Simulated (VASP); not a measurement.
Wanted: the native input for a VASP 6.6.1 run.

| Property | Result |
| --- | --- |
| Task | relaxation of cell and atoms |
| Functional | PBE |
| Potentials or basis | VASP PAW PBE potentials, release 64 (Na_pv, Hf_pv, O) |
| Cutoff | 600 eV |
| k mesh | 6 × 6 × 6 |
| Occupations | gaussian, width 0.1 eV |
| Spin | no spin polarisation |
| Dipole correction | no |
| Further INCAR settings | ALGO = Normal; EDIFF = 1e-07; IBRION = 2; EDIFFG = -0.04; NSW = 90; ISIF = 3 |

The structure of Na3HfO lies in POSCAR:

```
Na3HfO
1.0
    5.3464873800      0.0000000000      0.0000000000
   -2.6732436900      4.6301938900      0.0000000000
    0.0000000000      0.0000000000      3.6335736600
Na Hf O
3 1 1
Direct
    0.5000000000      0.0000000000      0.5000000000
    0.0000000000      0.5000000000      0.5000000000
    0.5000000000      0.5000000000      0.5000000000
    0.0000000000      0.0000000000      0.0000000000
    0.0000000000      0.0000000000      0.5000000000
```

The cell was built from a structure type or drawn by symmetry, and may not be a known phase.

The input as run:

INCAR

```
PREC = Accurate
ENCUT = 600
EDIFF = 1E-7
ISMEAR = 0
SIGMA = 0.1
LREAL = F
LASPH = T
NELM = 80
ALGO = Normal
ISIF = 3
LWAVE = F
LCHARG = F
GGA = PE
IBRION = 2
NSW = 90
EDIFFG = -0.04
```

KPOINTS

```
regular mesh
0
Gamma
  6 6 6
```

Potentials or basis: VASP PAW PBE potentials, release 64 (Na_pv, Hf_pv, O).

Run with:

```bash
$ cat potpaw_PBE.64/Na_pv/POTCAR potpaw_PBE.64/Hf_pv/POTCAR potpaw_PBE.64/O/POTCAR > POTCAR
$ mpirun -np 1 vasp_std > vasp.out
```

Results of the run:

```yaml
Relaxed_volume: 28.92 Å³/atom
Relaxed_cell: a = 6.527 Å, b = 6.527 Å, c = 3.919 Å, α = 90.00°, β = 90.00°, γ = 120.00°
Space_group_after_relaxing_to_0.1_Å: P6/mmm (No. 191)
Energy_gained_by_relaxing: 494.8 meV/atom
Ionic_steps: 11
Pressure_after_relaxing: 0.0 GPa
Band_gap_on_the_k_mesh: zero (an odd number of electrons rules out a gap without spin polarisation)
```

Caveat: the volume moved by over 15 % at a fixed basis, so the end points are rough; spin-orbit coupling is left out, which moves the levels of the heavy elements; an odd number of electrons without spin polarisation forces a metal; a magnetic or distorted state may lie lower.

Wall time 7.9 min on 1 thread of Intel(R) Xeon(R) 6975P-C (Granite Rapids), with other jobs on the host, peak memory 0.31 GiB.
